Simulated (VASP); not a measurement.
# MgO: single point with PBE

Crystal: MgO.

```xyz
2
Lattice="0.0000 2.1351 2.1351 2.1351 0.0000 2.1351 2.1351 2.1351 0.0000" Properties=species:S:1:pos:R:3 pbc="T T T"
Mg    0.0000    0.0000   -0.2250
O     2.1351    2.1351    2.1351
```

This cell differs from its parent crystal: all Mg atoms moved +0.225 Å, as atom 1 towards its neighbour atom 2 (O) at 2.135 Å.

- Program: VASP 6.6.1
- Task: single point
- Functional: PBE
- Potentials or basis: VASP PAW PBE potentials, release 64 (Mg, O)
- Cutoff: 520 eV
- k mesh: 10 × 10 × 10
- Occupations: gaussian, width 0.05 eV
- Spin: no spin polarisation
- Dipole correction: no
- Further INCAR settings: ALGO = Normal; EDIFF = 1e-06; NBANDS = 11

```
Pressure               : 2.2 GPa
Largest force          : 1.427 eV/Å
Band gap on the k mesh : 4.33 eV, direct
```

Forces in eV/Å, atoms in the order of the input:
```
Mg   0.000  0.000  1.427
O    0.000  0.000 -1.427
```

Stress tensor (GPa, compression positive):
```
-3.30  0.00  0.00
 0.00 -3.30  0.00
 0.00  0.00 13.18
```

Levels at points of the mesh, in eV from the valence-band top:
```tsv
k point	band 1	band 2	band 3	band 4	band 5	band 6	band 7	band 8	band 9
(0.00, 0.00, 0.00)	-17.04	-0.06	0.00	0.00	4.33	15.69	15.79	15.79	19.31
(0.50, 0.00, 0.00)	-15.87	-4.40	-0.60	-0.57	7.68	11.97	15.88	16.05	20.17
(0.50, 0.50, 0.00)	-15.63	-3.83	-1.26	-1.26	9.12	9.25	12.74	18.43	18.43
(0.00, 0.50, 0.50)	-15.62	-3.88	-1.30	-1.27	9.24	9.33	12.72	18.30	18.70
```

Wall time 20 s on 1 thread of Intel Xeon 8259CL, on a shared host, peak memory 0.15 GiB.

Caveat: the cell differs from its parent crystal (all Mg atoms moved +0.225 Å, as atom 1 towards its neighbour atom 2 (O) at 2.135 Å); forces of over 1 eV/Å act on the atoms, so gaps and moduli don't describe the material at rest.
